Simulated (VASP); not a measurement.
# TePb (Fm-3m) in VASP: notebook, part 2 of 2

VASP 6.6.1.

### Step 4. Single point, PBE+D4 (volume scaled by 0.96)

Contents of INCAR:

```
  PREC = Accurate
  ENCUT = 500
  EDIFF = 1E-6
  ISMEAR = 0
  SIGMA = 0.05
  LREAL = False
  LASPH = True
  NELM = 120
  ALGO = Normal
  ISIF = 2
  LWAVE = False
  LCHARG = False
  GGA = PE
  IVDW = 13
  NBANDS = 17
  GGA_COMPAT = False
```

Contents of KPOINTS:

```
Automatic mesh
0
Gamma
  6 6 6
```

Contents of POSCAR:

```
TePb
1.0
    0.0000000000      3.1920366725      3.1920366725
    3.1920366725      0.0000000000      3.1920366725
    3.1920366725      3.1920366725      0.0000000000
Pb Te
1 1
Direct
    0.5000000000      0.5000000000      0.5000000000
    0.0000000000      0.0000000000      0.0000000000
```

Potentials or basis: VASP PAW PBE potentials, release 64 (Pb_d, Te).

On the command line:

```sh
$ cat potpaw_PBE.64/Pb_d/POTCAR potpaw_PBE.64/Te/POTCAR > POTCAR
$ mpirun -np 1 vasp_std > vasp.out
```

OUTCAR:

```text
PREC = Accurate
   ENCUT = 500
   EDIFF = 1E-6
   ISMEAR = 0
   LREAL = False
   LASPH = True
   NELM = 120
   ISIF = 2
   GGA = PE
   IVDW = 13

 ion  position               nearest neighbor table
   1  0.500  0.500  0.500-   2 3.19   2 3.19   2 3.19   2 3.19   2 3.19   2 3.19
   2  0.000  0.000  0.000-   1 3.19   1 3.19   1 3.19   1 3.19   1 3.19   1 3.19

  LATTYP: Found a face centered cubic cell.
 ALAT       =     6.3840733450

  Lattice vectors:

 A1 = (   0.0000000000,   3.1920366725,   3.1920366725)
 A2 = (   3.1920366725,   0.0000000000,   3.1920366725)
 A3 = (   3.1920366725,   3.1920366725,   0.0000000000)

Analysis of symmetry for initial positions (statically):
=====================================================================
 Subroutine PRICEL returns:
 Original cell was already a primitive cell.

 Routine SETGRP: Setting up the symmetry group for a
 face centered cubic supercell.

 Subroutine GETGRP returns: Found 48 space group operations
 (whereof 48 operations were pure point group operations)
 out of a pool of 48 trial point group operations.

The static configuration has the point symmetry O_h .

Analysis of symmetry for dynamics (positions and initial velocities):
=====================================================================
 Subroutine PRICEL returns:
 Original cell was already a primitive cell.

 Routine SETGRP: Setting up the symmetry group for a
 face centered cubic supercell.

 Subroutine GETGRP returns: Found 48 space group operations
 (whereof 48 operations were pure point group operations)
 out of a pool of 48 trial point group operations.

The dynamic configuration has the point symmetry O_h .

 Subroutine INISYM returns: Found 48 space group operations
 (whereof 48 operations are pure point group operations),
 and found     1 'primitive' translations

----------------------------------------------------------------------------------------

                                     Primitive cell

  volume of cell :      65.0479

  direct lattice vectors                    reciprocal lattice vectors
     0.000000000  3.192036673  3.192036673    -0.156639804  0.156639804  0.156639804
     3.192036673  0.000000000  3.192036673     0.156639804 -0.156639804  0.156639804
     3.192036673  3.192036673  0.000000000     0.156639804  0.156639804 -0.156639804

  length of vectors
     4.514221554  4.514221554  4.514221554     0.271308100  0.271308100  0.271308100

  position of ions in fractional coordinates (direct lattice)
     0.500000000  0.500000000  0.500000000
     0.000000000  0.000000000  0.000000000

  ion indices of the primitive-cell ions
   primitive index   ion index
                 1           1
                 2           2

----------------------------------------------------------------------------------------

 KPOINTS: Automatic mesh

Automatic generation of k-mesh.
 Grid dimensions read from file:
 generate k-points for:    6    6    6

 Generating k-lattice:

  Cartesian coordinates                     Fractional coordinates (reciprocal lattice)
    -0.026106634  0.026106634  0.026106634     0.166666667  0.000000000  0.000000000
     0.026106634 -0.026106634  0.026106634     0.000000000  0.166666667  0.000000000
     0.026106634  0.026106634 -0.026106634     0.000000000  0.000000000  0.166666667

  Length of vectors
     0.045218017  0.045218017  0.045218017

  Shift w.r.t. Gamma in fractional coordinates (k-lattice)
     0.000000000  0.000000000  0.000000000

 Subroutine IBZKPT returns following result:
 ===========================================

 Found     16 irreducible k-points:

 Following reciprocal coordinates:
            Coordinates               Weight
  0.000000  0.000000  0.000000      1.000000
  0.166667  0.000000  0.000000      8.000000
  0.333333  0.000000  0.000000      8.000000
  0.500000  0.000000  0.000000      4.000000
  0.166667  0.166667  0.000000      6.000000
  0.333333  0.166667  0.000000     24.000000
[... 8 lines left out ...]
 -0.333333  0.333333  0.166667     24.000000
 -0.333333  0.500000  0.166667     12.000000
   k-points           NKPTS =     16   k-points in BZ     NKDIM =     16   number of bands    NBANDS=     17
   number of dos      NEDOS =    301   number of ions     NIONS =      2
   total plane-waves  NPLWV =  46656
   dimension x,y,z NGX =    36 NGY =   36 NGZ =   36
   dimension x,y,z NGXF=    72 NGYF=   72 NGZF=   72
   ions per type =               1   1
   NGX,Y,Z   is equivalent  to a cutoff of  13.26, 13.26, 13.26 a.u.
   NGXF,Y,Z  is equivalent  to a cutoff of  26.52, 26.52, 26.52 a.u.
 SYSTEM =  unknown system
   PREC   = accura    normal or accurate (medium, high low for compatibility)
   ISTART =      0    job   : 0-new  1-cont  2-samecut
   ICHARG =      2    charge: 1-file 2-atom 10-const
   ISPIN  =      1    spin polarized calculation?
   LNONCOLLINEAR =      F non collinear calculations
   LSORBIT =      F    spin-orbit coupling
   LASPH  =      T    aspherical Exc in radial PAW
   ENCUT  =  500.0 eV  36.75 Ry    6.06 a.u.   8.23  8.23  8.23*2*pi/ulx,y,z
   NELM   =    120;   NELMIN=  2; NELMDL= -5     # of ELM steps
   EDIFF  = 0.1E-05   stopping-criterion for ELM
   LREAL  =      F    real-space projection
   EDIFFG = 0.1E-04   stopping-criterion for IOM
   NSW    =      0    number of steps for IOM
   IBRION =     -1    ionic relax: 0-MD 1-quasi-New 2-CG
   NFREE  =      0    steps in history (QN), initial steepest desc. (CG)
   ISIF   =      2    stress and relaxation
   ISYM   =      2    0-nonsym 1-usesym 2-fastsym
   POTIM  = 0.5000    time-step for ionic-motion
   TEBEG  =    0.0;   TEEND  =   0.0 temperature during run
   PSTRESS=    0.0 pullay stress
   NELECT =      20.0000    total number of electrons
   NUPDOWN=      -1.0000    fix difference up-down
   EMIN   =  10.00;   EMAX   =-10.00  energy-range for DOS
   EFERMI =   0.00;   METHOD = LEGACY
   ISMEAR =     0;   SIGMA  =   0.05  broadening in eV -4-tet -1-fermi 0-gaus
   EFERMI_NEDOS =   21; number of points for ismear=-14 and -15
   IALGO  =     38    algorithm
   IMIX   =      4    mixing-type and parameters
     AMIX     =   0.40;   BMIX     =  1.00
     AMIX_MAG =   1.60;   BMIX_MAG =  1.00
  volume/ion in A,a.u.               =      32.52       219.48
  Fermi-wavevector in a.u.,A,eV,Ry     =   1.104944  2.088042 16.611372  1.220901
  Thomas-Fermi vector in A             =   2.241424
   LORBIT       =      0    0 simple, 1 ext, 2 COOP (PROOUT), +10 PAW based schemes
   GGA     = PE    functional components
   LHFCALC =     F    Hartree Fock is set to
   AEXX    =    0.0000 exact exchange contribution
   IVDW    =    13    specifies the selected vdW correction
   LEPSILON=     F    determine dielectric tensor
   LRPA    =     F    only Hartree local field effects (RPA)
 non-spin polarized calculation
 Gauss-broadening in eV      SIGMA  =   0.05
  energy-cutoff  :      500.00
  volume of cell :       65.05
 maximum number of plane-waves:      1676
 NGX is ok and might be reduce to    36
   NGX = 17   NGY = 17   NGZ = 17

 number of electron      19.9999999 magnetization

 Free energy of the ion-electron system (eV)
  ---------------------------------------------------
  ext. energy  EPLUGINS =         0.00000000
  ---------------------------------------------------
  free energy    TOTEN  =        -7.45610006 eV

  energy without entropy =       -7.45610006  energy(sigma->0) =       -7.45610006

 E-fermi :   6.4064     XC(G=0):  -9.4660

 val. band max:        6.1172833519   @ k =   0.5000   0.0000   0.0000
 cond. band min:       6.7700055836   @ k =   0.5000   0.0000   0.0000
 fundamental gap:      0.6527222317
 Fermi energy:         6.4063536288

 k-point     1 :       0.0000    0.0000    0.0000
  band No.  band energies     occupation
      1     -10.6822      2.00000
      2     -10.6822      2.00000
      3     -10.6699      2.00000
      4     -10.6699      2.00000
      5     -10.6699      2.00000
      6      -6.2247      2.00000
[... 9 lines left out ...]
     16      11.8138      0.00000
     17      13.3312      0.00000
[... 281 lines left out ...]
 k-point    16 :      -0.3333    0.5000    0.1667
  band No.  band energies     occupation
      1     -10.7422      2.00000
      2     -10.6796      2.00000
      3     -10.6717      2.00000
      4     -10.6507      2.00000
      5     -10.6397      2.00000
      6      -4.2811      2.00000
[... 9 lines left out ...]
     16      16.9584      0.00000
     17      17.7117      0.00000

------------------------ aborting loop because EDIFF is reached ----------------------------------------

  DFT-D4 for vdW energy calculation

  Edisp (eV):   -0.90638

  FORCE on cell =-STRESS in cart. coord.  units (eV):
  Direction    XX          YY          ZZ          XY          YZ          ZX
  --------------------------------------------------------------------------------------
  -------------------------------------------------------------------------------------
  Total       0.75723     0.75723     0.75723     0.00000     0.00000    -0.00000
  in kB      18.65119    18.65119    18.65119     0.00000     0.00000    -0.00000
  external pressure =       18.65 kB  Pullay stress =        0.00 kB

 VOLUME and BASIS-vectors are now :
 -----------------------------------------------------------------------------
  energy-cutoff  :      500.00
  volume of cell :       65.05
      direct lattice vectors                 reciprocal lattice vectors
     0.000000000  3.192036673  3.192036673    -0.156639804  0.156639804  0.156639804
     3.192036673  0.000000000  3.192036673     0.156639804 -0.156639804  0.156639804
     3.192036673  3.192036673  0.000000000     0.156639804  0.156639804 -0.156639804

 POSITION                                       TOTAL-FORCE (eV/Angst)
 -----------------------------------------------------------------------------------
      3.19204      3.19204      3.19204         0.000000      0.000000      0.000000
      0.00000      0.00000      0.00000         0.000000     -0.000000     -0.000000
 -----------------------------------------------------------------------------------
    total drift:                                0.000000      0.000000      0.000000

  FREE ENERGIE OF THE ION-ELECTRON SYSTEM (eV)
  ---------------------------------------------------
  free  energy   TOTEN  =        -8.3624824704 eV

  energy  without entropy=       -8.3624824704  energy(sigma->0) =       -8.36248247
```

OSZICAR:

```text
N       E                     dE             d eps       ncg     rms          rms(c)
DAV:   1     0.144552851826E+03    0.14455E+03   -0.89448E+03   544   0.112E+03
DAV:   2     0.214718632045E+01   -0.14241E+03   -0.13743E+03   553   0.293E+02
DAV:   3    -0.734466297274E+01   -0.94918E+01   -0.94103E+01   734   0.805E+01
DAV:   4    -0.755385615574E+01   -0.20919E+00   -0.20909E+00   703   0.139E+01
DAV:   5    -0.756318884641E+01   -0.93327E-02   -0.93323E-02   793   0.274E+00    0.373E+00
DAV:   6    -0.745788524942E+01    0.10530E+00   -0.22343E-01   783   0.342E+00    0.229E+00
DAV:   7    -0.745468055043E+01    0.32047E-02   -0.79419E-02   713   0.143E+00    0.913E-01
DAV:   8    -0.745609425595E+01   -0.14137E-02   -0.92191E-03   692   0.976E-01    0.162E-01
DAV:   9    -0.745606527490E+01    0.28981E-04   -0.95124E-04   816   0.350E-01    0.672E-02
DAV:  10    -0.745609377745E+01   -0.28503E-04   -0.13211E-04   637   0.959E-02    0.186E-02
DAV:  11    -0.745610040079E+01   -0.66233E-05   -0.43871E-05   715   0.590E-02    0.222E-02
DAV:  12    -0.745610005503E+01    0.34576E-06   -0.25656E-06   631   0.901E-03
   1 F= -.83624825E+01 E0= -.83624825E+01  d E =-.159170E-17
```

Run time: 21 s. Hardware: 1 thread of Intel Xeon 6975P-C, shared host; peak memory 0.2 GiB.

Results:

* Free energy: -8.3625 eV
* Pressure: 1.9 GPa
* Band gap on the k mesh: 0.65 eV, direct
* Dispersion energy per atom: -0.453 eV

Caveat: spin-orbit coupling is left out, which moves the levels of the heavy elements. A k mesh can miss the band edges.

### Step 5. The runs side by side

```tsv
level	cell	gap on the mesh (eV)	pressure (GPa)
PBEsol	a = 4.527 Å, angles 60.0°, 2 atoms	0.61	0.9
PBEsol	a = 4.496 Å, angles 60.0°, 2 atoms	0.56	1.9
PBE+D4	a = 4.514 Å, angles 60.0°, 2 atoms	0.65	1.9
```

Alike in all rows: task single point; potentials or basis VASP PAW PBE potentials, release 64 (Pb_d, Te); no spin polarisation; k mesh 6 × 6 × 6; cutoff (eV) 500; smearing gaussian 0.05 eV.

Caveats: spin-orbit coupling is left out, which moves the levels of the heavy elements; the PAW data sets were made with another functional, which shifts forces and pressure a little (some runs).

Absolute energies hang on the potentials; compare differences alone.
